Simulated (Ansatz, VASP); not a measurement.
**Two plane-wave programs on Cu**

Contents of INCAR:

```
  PREC = Accurate
  ENCUT = 520
  EDIFF = 1E-7
  ISMEAR = 0
  SIGMA = 0.1
  LREAL = False
  LASPH = True
  NELM = 80
  ALGO = Normal
  ISIF = 2
  LWAVE = False
  LCHARG = False
  GGA = CA
  NBANDS = 12
```

Contents of KPOINTS:

```
regular mesh
0
Gamma
  15 15 15
```

Contents of POSCAR:

```
Cu
1.0
    0.0000000000      1.7588202533      1.7588202533
    1.7588202533      0.0000000000      1.7588202533
    1.7588202533      1.7588202533      0.0000000000
Cu
1
Direct
    0.0000000000      0.0000000000      0.0000000000
```

Input for Ansatz:

```yaml
crystal:
  lattice:
    - [0.0, 1.7588202533, 1.7588202533]
    - [1.7588202533, 0.0, 1.7588202533]
    - [1.7588202533, 1.7588202533, 0.0]
  atoms:
    - { symbol: Cu, position: [0.0, 0.0, 0.0] }
hamiltonian:
  xc: lda
  pseudopotentials:
    kind: paw
    azcp:
      Cu: "pseudopotentials/Cu.paw.azcp"
basis:
  ecutwfc: 420
  fft_grid_basis: typed
kpoints:
  mp_grid: { grid: [15, 15, 15], shift: [0, 0, 0] }
magnetization:
  spin_polarized: false
scf:
  occupations: { method: gaussian, width: 0.1 }
  lower_state_search: "off"
output:
  stress: true
```

Alike in both runs: task single point; functional LDA; k mesh 15 × 15 × 15; occupations gaussian, width 0.1 eV; no spin polarisation.

|  | VASP | Ansatz |
| --- | --- | --- |
| version | VASP 6.6.1 | Ansatz 0.2.0 |
| potentials or method | VASP PAW LDA potentials, release 64 (Cu), cutoff 520 eV | plane waves (420 eV) with PAW, scalar-relativistic |
| valence electrons in the cell | 11 | 19 |

|  | VASP | Ansatz | Ansatz less VASP |
| --- | --- | --- | --- |
| pressure (GPa) | 0.7 | -0.1 | -0.84 |

Ansatz warns that its potentials were made for another functional, while VASP's fit it. LDA's correlation is that of Perdew and Zunger in VASP and of Perdew and Wang (1992) in Ansatz. VASP's potentials hold 11 valence electrons a cell and Ansatz's 19, so a difference there can come from the potentials and not from the codes.
